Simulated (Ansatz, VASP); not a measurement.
## CdSe: VASP beside Ansatz

```xyz
4
Lattice="4.2990 0.0000 0.0000 -2.1495 3.7230 0.0000 0.0000 0.0000 7.0100" Properties=species:S:1:pos:R:3 pbc="T T T"
Cd    0.0000    2.4820    0.0034
Cd    2.1495    1.2410    3.5084
Se    0.0000    2.4820    2.6379
Se    2.1495    1.2410    6.1429
```

Alike in both runs: functional PBE; k mesh 12 × 12 × 6; occupations fermi-dirac, width 0.02 eV; no spin polarisation.

Ansatz relaxed the structure, and its values are those at the end. VASP's run is a single point on that final structure, the one shown.

|  | VASP | Ansatz |
| --- | --- | --- |
| version | VASP 6.6.1 | Ansatz 0.2.0 |
| potentials or method | VASP PAW PBE potentials, release 64 (Cd, Se) | plane-wave PAW, scalar-relativistic |
| plane-wave cutoff (eV) | 520 | 420 |
| valence electrons in the cell | 36 | 72 |

Ansatz gave:

* pressure (GPa): 3.0

Problem. Estimate VASP's values.

Solution. Pressure (GPa): 3.3.

VASP's potentials hold 36 valence electrons a cell and Ansatz's 72, so a difference there can come from the potentials and not from the codes. Ansatz's warnings: stress scf threshold loose.
